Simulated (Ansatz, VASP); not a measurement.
**Ru2Rh: VASP beside Ansatz**

INCAR

```
ALGO = Normal
DIPOL = 0.5 0.5 0.500
EDIFF = 1E-7
ENCUT = 520
GGA = PE
IDIPOL = 3
ISIF = 2
ISMEAR = -1
LASPH = T
LCHARG = F
LDIPOL = T
LREAL = F
LWAVE = F
NBANDS = 28
NELM = 60
PREC = Accurate
SIGMA = 0.08
```

File KPOINTS:

```
k-points
0
Gamma
  14 14 1
```

POSCAR

```
Ru2Rh
1.0
    2.7207384563      0.0000000000      0.0000000000
   -1.3603692282      2.3562286202      0.0000000000
    0.0000000000      0.0000000000     20.2961000000
Ru Rh
2 1
Direct
    0.0000000000      0.0000000000      0.3980803413
    0.0000000000      0.0000000000      0.6019196604
    0.3333333333      0.6666666667      0.4999999983
```

Input for Ansatz:

```yaml
crystal:
  lattice:
    - [2.7207384563, 0.0, 0.0]
    - [-1.3603692282, 2.3562286202, 0.0]
    - [0.0, 0.0, 20.2961]
  atoms:
    - { symbol: Ru, position: [0.0, 0.0, 0.3980803413] }
    - { symbol: Rh, position: [0.3333333333, 0.6666666667, 0.4999999983] }
    - { symbol: Ru, position: [0.0, 0.0, 0.6019196604] }
kpoints:
  mp_grid: { grid: [14, 14, 1] }
scf:
  occupations: { method: fermi_dirac, width: 0.08 }
hamiltonian:
  xc: pbe
  pseudopotentials: { kind: all_electron, lapw: { basis_error: 0.001 } }
output:
  forces: true
  stress: true
  eigenvalues: true
efield:
  axis: 3
  amplitude: 0
  dipole_correction: true
```

Alike in both runs: task single point; functional PBE; k mesh 14 × 14 × 1; occupations fermi-dirac, width 0.08 eV; no spin polarisation.

|  | VASP | Ansatz |
| --- | --- | --- |
| version | VASP 6.6.1 | Ansatz 0.2.0 |
| potentials or method | VASP PAW PBE potentials, release 64 (Ru_pv, Rh_pv), cutoff 520 eV | all-electron LAPW, scalar-relativistic |

|  | VASP | Ansatz | Ansatz less VASP |
| --- | --- | --- | --- |
| rms of the force components (eV/Å) | 0.277 | 0.271 | -0.0060 |

Ansatz ran all-electron here, and VASP with PAW potentials.
